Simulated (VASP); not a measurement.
# B (P6/mmm) in VASP: a series of runs

The runs below take B through single point, with r2SCAN.

All numbers are computed with VASP 6.6.1; they aren't measurements. Logs are shortened: lines on timing, memory, paths and dates and some standing lists are left out, and cuts for length are marked.

## 1. The cell of the first run

It takes space group P6/mmm (No. 191, hexagonal). Conventional cell: a = 1.702 Å, b = 1.702 Å, c = 3.635 Å, α = 90.00°, β = 90.00°, γ = 120.00°. Within 2.3 Å of B (site symmetry 6/mmm) lie 6 B at 1.70 Å.

## 2. Single point, r2SCAN

POSCAR

```
B
1.0
    1.7024335758      0.0000000000      0.0000000000
   -0.8512167879      1.4743507249      0.0000000000
    0.0000000000      0.0000000000      3.6354228500
B
1
Direct
    0.0000000000      0.0000000000      0.0000000000
```

INCAR.step1

```
SYSTEM = B
PREC = Accurate
ENCUT = 520
ISMEAR = 0
SIGMA = 0.15
LREAL = .False.
LASPH = .True.
NELM = 100
NBANDS = 8
GGA = PE
ALGO = Normal
EDIFF = 1E-4
LWAVE = .True.
LCHARG = .False.
```

INCAR.step2

```
SYSTEM = B
PREC = Accurate
ENCUT = 520
EDIFF = 1E-6
ISMEAR = 0
SIGMA = 0.15
LREAL = .False.
LASPH = .True.
NELM = 100
ALGO = Normal
ISIF = 2
LWAVE = .False.
LCHARG = .False.
METAGGA = R2SCAN
LMIXTAU = .True.
NBANDS = 8
ISTART = 1
```

KPOINTS

```
Automatic mesh
0
Gamma
  30 30 14
  0 0 0
```

Potentials or basis: VASP PAW PBE potentials, release 64 (B).

On the command line:

```bash
> cat potpaw_PBE.64/B/POTCAR > POTCAR
> cp INCAR.step1 INCAR
> mpirun -np 1 vasp_std > vasp.out
> cp INCAR.step2 INCAR
> mpirun -np 1 vasp_std > vasp.out
```

OUTCAR:

```text
SYSTEM = B
   PREC = Accurate
   ENCUT = 520
   EDIFF = 1E-6
   ISMEAR = 0
   LREAL = .False.
   LASPH = .True.
   NELM = 100
   ISIF = 2
   METAGGA = R2SCAN
   ISTART = 1

 ion  position               nearest neighbor table
   1  0.000  0.000  0.000-

  LATTYP: Found a hexagonal cell.
 ALAT       =     1.7024335758
 C/A-ratio  =     2.1354271331

  Lattice vectors:

 A1 = (   1.7024335758,   0.0000000000,   0.0000000000)
 A2 = (  -0.8512167879,   1.4743507249,   0.0000000000)
 A3 = (   0.0000000000,   0.0000000000,   3.6354228500)

Analysis of symmetry for initial positions (statically):
=====================================================================
 Subroutine PRICEL returns:
 Original cell was already a primitive cell.

 Routine SETGRP: Setting up the symmetry group for a
 hexagonal supercell.

 Subroutine GETGRP returns: Found 24 space group operations
 (whereof 24 operations were pure point group operations)
 out of a pool of 24 trial point group operations.

The static configuration has the point symmetry D_6h.

Analysis of symmetry for dynamics (positions and initial velocities):
=====================================================================
 Subroutine PRICEL returns:
 Original cell was already a primitive cell.

 Routine SETGRP: Setting up the symmetry group for a
 hexagonal supercell.

 Subroutine GETGRP returns: Found 24 space group operations
 (whereof 24 operations were pure point group operations)
 out of a pool of 24 trial point group operations.

The dynamic configuration has the point symmetry D_6h.

 Subroutine INISYM returns: Found 24 space group operations
 (whereof 24 operations are pure point group operations),
 and found     1 'primitive' translations

----------------------------------------------------------------------------------------

                                     Primitive cell

  volume of cell :       9.1249

  direct lattice vectors                    reciprocal lattice vectors
     1.702433576  0.000000000  0.000000000     0.587394430  0.339132332  0.000000000
    -0.851216788  1.474350725  0.000000000     0.000000000  0.678264665  0.000000000
     0.000000000  0.000000000  3.635422850     0.000000000  0.000000000  0.275071165

  length of vectors
     1.702433576  1.702433576  3.635422850     0.678264665  0.678264665  0.275071165

  position of ions in fractional coordinates (direct lattice)
     0.000000000  0.000000000  0.000000000

  ion indices of the primitive-cell ions
   primitive index   ion index
                 1           1

----------------------------------------------------------------------------------------

 KPOINTS: Automatic mesh

Automatic generation of k-mesh.
 Grid dimensions read from file:
 generate k-points for:   30   30   14

 Generating k-lattice:

  Cartesian coordinates                     Fractional coordinates (reciprocal lattice)
     0.019579814  0.011304411  0.000000000     0.033333333 -0.000000000  0.000000000
     0.000000000  0.022608822  0.000000000     0.000000000  0.033333333  0.000000000
     0.000000000  0.000000000  0.019647940     0.000000000  0.000000000  0.071428571

  Length of vectors
     0.022608822  0.022608822  0.019647940

  Shift w.r.t. Gamma in fractional coordinates (k-lattice)
     0.000000000  0.000000000  0.000000000

 Subroutine IBZKPT returns following result:
 ===========================================

 Found    728 irreducible k-points:

 Following reciprocal coordinates:
            Coordinates               Weight
  0.000000  0.000000  0.000000      1.000000
  0.033333  0.000000  0.000000      6.000000
  0.066667  0.000000  0.000000      6.000000
  0.100000  0.000000  0.000000      6.000000
  0.133333 -0.000000  0.000000      6.000000
  0.166667  0.000000  0.000000      6.000000
[... 16 lines left out ...]
  0.233333  0.033333  0.000000     12.000000
  0.266667  0.033333  0.000000     12.000000
 [... further k-points ...]
   k-points           NKPTS =    728   k-points in BZ     NKDIM =    728   number of bands    NBANDS=      8
   number of dos      NEDOS =    301   number of ions     NIONS =      1
   total plane-waves  NPLWV =   5488
   dimension x,y,z NGX =    14 NGY =   14 NGZ =   28
   dimension x,y,z NGXF=    28 NGYF=   28 NGZF=   56
   ions per type =               1
   NGX,Y,Z   is equivalent  to a cutoff of  13.67, 13.67, 12.80 a.u.
   NGXF,Y,Z  is equivalent  to a cutoff of  27.34, 27.34, 25.61 a.u.
 SYSTEM =  B
   PREC   = accura    normal or accurate (medium, high low for compatibility)
   ISTART =      1    job   : 0-new  1-cont  2-samecut
   ICHARG =      0    charge: 1-file 2-atom 10-const
   ISPIN  =      1    spin polarized calculation?
   LNONCOLLINEAR =      F non collinear calculations
   LSORBIT =      F    spin-orbit coupling
   LASPH  =      T    aspherical Exc in radial PAW
   ENCUT  =  520.0 eV  38.22 Ry    6.18 a.u.   3.17  3.17  6.76*2*pi/ulx,y,z
   NELM   =    100;   NELMIN=  2; NELMDL=  0     # of ELM steps
   EDIFF  = 0.1E-05   stopping-criterion for ELM
   LREAL  =      F    real-space projection
   EDIFFG = 0.1E-04   stopping-criterion for IOM
   NSW    =      0    number of steps for IOM
   IBRION =     -1    ionic relax: 0-MD 1-quasi-New 2-CG
   NFREE  =      0    steps in history (QN), initial steepest desc. (CG)
   ISIF   =      2    stress and relaxation
   ISYM   =      2    0-nonsym 1-usesym 2-fastsym
   POTIM  = 0.5000    time-step for ionic-motion
   TEBEG  =    0.0;   TEEND  =   0.0 temperature during run
   PSTRESS=    0.0 pullay stress
   NELECT =       3.0000    total number of electrons
   NUPDOWN=      -1.0000    fix difference up-down
   EMIN   =  10.00;   EMAX   =-10.00  energy-range for DOS
   EFERMI =   0.00;   METHOD = LEGACY
   ISMEAR =     0;   SIGMA  =   0.15  broadening in eV -4-tet -1-fermi 0-gaus
   EFERMI_NEDOS =   21; number of points for ismear=-14 and -15
   IALGO  =     38    algorithm
   IMIX   =      4    mixing-type and parameters
     AMIX     =   0.40;   BMIX     =  1.00
     AMIX_MAG =   1.60;   BMIX_MAG =  1.00
  volume/ion in A,a.u.               =       9.12        61.58
  Fermi-wavevector in a.u.,A,eV,Ry     =   1.129900  2.135201 17.370199  1.276674
  Thomas-Fermi vector in A             =   2.266595
   LORBIT       =      0    0 simple, 1 ext, 2 COOP (PROOUT), +10 PAW based schemes
   METAGGA = R2SCAN    functional components
   LHFCALC =     F    Hartree Fock is set to
   AEXX    =    0.0000 exact exchange contribution
   IVDW    =     0    specifies the selected vdW correction
   LEPSILON=     F    determine dielectric tensor
   LRPA    =     F    only Hartree local field effects (RPA)
 non-spin polarized calculation
 Gauss-broadening in eV      SIGMA  =   0.15
  energy-cutoff  :      520.00
  volume of cell :        9.12
 maximum number of plane-waves:       258
 NGX is ok and might be reduce to    14
   NGX =  7   NGY =  7   NGZ = 13

 number of electron       3.0000000 magnetization

 Free energy of the ion-electron system (eV)
  ---------------------------------------------------
  ext. energy  EPLUGINS =         0.00000000
  ---------------------------------------------------
  free energy    TOTEN  =        -6.60383134 eV

  energy without entropy =       -6.60224183  energy(sigma->0) =       -6.60303659

 E-fermi :   5.4802     XC(G=0): -10.7773

 val. band max:        5.4765584530   @ k =   0.4000   0.2000   0.2857
 cond. band min:       5.5056267155   @ k =   0.3000   0.1000   0.3571
 fundamental gap:      0.0290682625
 Fermi energy:         5.4802103541

 k-point     1 :       0.0000    0.0000    0.0000
  band No.  band energies     occupation
      1     -13.0497      2.00000
      2      -1.8573      2.00000
      3       7.9801      0.00000
      4      32.0868      0.00000
      5      32.0868      0.00000
      6      32.9089      0.00000
      7      38.6899      0.00000
      8      53.5312      0.00000

 k-point     2 :       0.0333    0.0000    0.0000
  band No.  band energies     occupation
      1     -12.9943      2.00000
      2      -1.7794      2.00000
      3       8.0459      0.00000
      4      31.7638      0.00000
      5      31.9009      0.00000
      6      32.9687      0.00000
      7      38.8797      0.00000
      8      51.9688      0.00000

 k-point     3 :       0.0667    0.0000    0.0000
  band No.  band energies     occupation
      1     -12.8281      2.00000
      2      -1.5457      2.00000
      3       8.2432      0.00000
      4      30.8591      0.00000
      5      31.3783      0.00000
      6      33.1455      0.00000
      7      39.3578      0.00000
      8      49.6792      0.00000

 k-point     4 :       0.1000    0.0000    0.0000
  band No.  band energies     occupation
      1     -12.5517      2.00000
      2      -1.1568      2.00000
      3       8.5705      0.00000
      4      29.4886      0.00000
      5      30.6046      0.00000
      6      33.4296      0.00000
      7      39.9338      0.00000
      8      47.8371      0.00000

 k-point     5 :       0.1333   -0.0000    0.0000
  band No.  band energies     occupation
      1     -12.1660      2.00000
      2      -0.6132      2.00000
      3       9.0247      0.00000
      4      27.7511      0.00000
      5      29.6774      0.00000
      6      33.8004      0.00000
      7      40.4076      0.00000
      8      46.7117      0.00000
[... 177 lines left out ...]
 k-point    22 :       0.2000    0.0333    0.0000
  band No.  band energies     occupation
      1     -10.6952      2.00000
      2       1.4698      2.00000
      3      10.6982      0.00000
      4      22.4661      0.00000
      5      26.8833      0.00000
      6      34.6933      0.00000
      7      40.9591      0.00000
      8      45.0575      0.00000

 k-point    23 :       0.2333    0.0333    0.0000
  band No.  band energies     occupation
      1      -9.9465      2.00000
      2       2.5396      2.00000
      3      11.4566      0.00000
      4      20.3230      0.00000
      5      25.9751      0.00000
      6      34.4564      0.00000
      7      40.9590      0.00000
      8      42.7992      0.00000

 k-point    24 :       0.2667    0.0333    0.0000
  band No.  band energies     occupation
      1      -9.1067      2.00000
      2       3.7510      2.00000
      3      12.0894      0.00000
      4      18.4723      0.00000
      5      25.1487      0.00000
      6      33.2735      0.00000
      7      41.0235      0.00000
      8      41.7136      0.00000

 [... further k-points ...]
[... 5 lines left out ...]
  --------------------------------------------------------------------------------------
  -------------------------------------------------------------------------------------
  Total        0.0702562      0.0702562      0.0171274     -0.0000000     -0.0000000      0.0000000
  in kB       12.3358517     12.3358517      3.0072978     -0.0000000     -0.0000000      0.0000000
  external PRESSURE =       9.2263337 kB  Pullay stress =       0.0000000 kB

 VOLUME and BASIS-vectors are now :
 -----------------------------------------------------------------------------
  energy-cutoff  :      520.00
  volume of cell :        9.12
      direct lattice vectors                 reciprocal lattice vectors
     1.702433576  0.000000000  0.000000000     0.587394430  0.339132332  0.000000000
    -0.851216788  1.474350725  0.000000000     0.000000000  0.678264665  0.000000000
     0.000000000  0.000000000  3.635422850     0.000000000  0.000000000  0.275071165

 POSITION                                       TOTAL-FORCE (eV/Angst)
 -----------------------------------------------------------------------------------
      0.00000      0.00000      0.00000         0.000000      0.000000      0.000000
 -----------------------------------------------------------------------------------
    total drift:                               -0.000000     -0.000000     -0.000000

  FREE ENERGIE OF THE ION-ELECTRON SYSTEM (eV)
  ---------------------------------------------------
  free  energy   TOTEN  =        -6.6038313373 eV

  energy  without entropy=       -6.6022418337  energy(sigma->0) =       -6.60303659
```

Run time: 79 s. Hardware: 1 thread of Intel Xeon 6975P-C (Granite Rapids), shared host; peak memory 0.15 GiB.

Results:

* Free energy: -6.6038 eV
* Pressure: 0.9 GPa

Stress tensor (GPa, compression positive):
```
1.23 0.00 0.00
0.00 1.23 0.00
0.00 0.00 0.30
```

Caveat: the PAW data sets were made with another functional, which shifts forces and pressure a little.

## 3. Single point, r2SCAN

POSCAR is that of step 2.

INCAR.step1: that of step 2 with these lines changed.

```diff
@@ -7,3 +7,3 @@
 LASPH = .True.
-NELM = 100
+NELM = 80
 NBANDS = 8
```

INCAR.step2: that of step 2 with these lines changed.

```diff
@@ -8,3 +8,3 @@
 LASPH = .True.
-NELM = 100
+NELM = 80
 ALGO = Normal
```

KPOINTS

```
Automatic mesh
0
Gamma
  36 36 14
  0 0 0
```

Potentials or basis: VASP PAW PBE potentials, release 64 (B).

On the command line:

```bash
> cat potpaw_PBE.64/B/POTCAR > POTCAR
> cp INCAR.step1 INCAR
> mpirun -np 1 vasp_std > vasp.out
> cp INCAR.step2 INCAR
> mpirun -np 1 vasp_std > vasp.out
```

Run time: 2 min. Hardware: 1 thread of Intel Xeon 6975P-C (Granite Rapids), shared host; peak memory 0.16 GiB.

The run converged. Its results:

```yaml
Free_energy: -6.6018 eV
Pressure: 1.4 GPa
```

Stress tensor (GPa, compression positive):
```
1.90 0.00 0.00
0.00 1.90 0.00
0.00 0.00 0.40
```

Levels at points of the mesh, in eV from the Fermi level:
```tsv
k point	band 1	band 2	band 3	band 4	band 5	band 6	band 7
(0.00, 0.00, 0.00)	-18.42	-7.25	2.55	26.72	26.72	27.50	33.28
(0.50, 0.00, 0.00)	-9.36	1.08	6.86	14.98	17.31	18.82	20.56
(0.00, 0.00, 0.50)	-18.10	-9.19	9.70	14.21	26.72	26.72	48.20
(0.50, 0.00, 0.50)	-9.28	1.52	5.69	11.72	17.33	24.81	29.87
```

Caveat: the PAW data sets were made with another functional, which shifts forces and pressure a little.
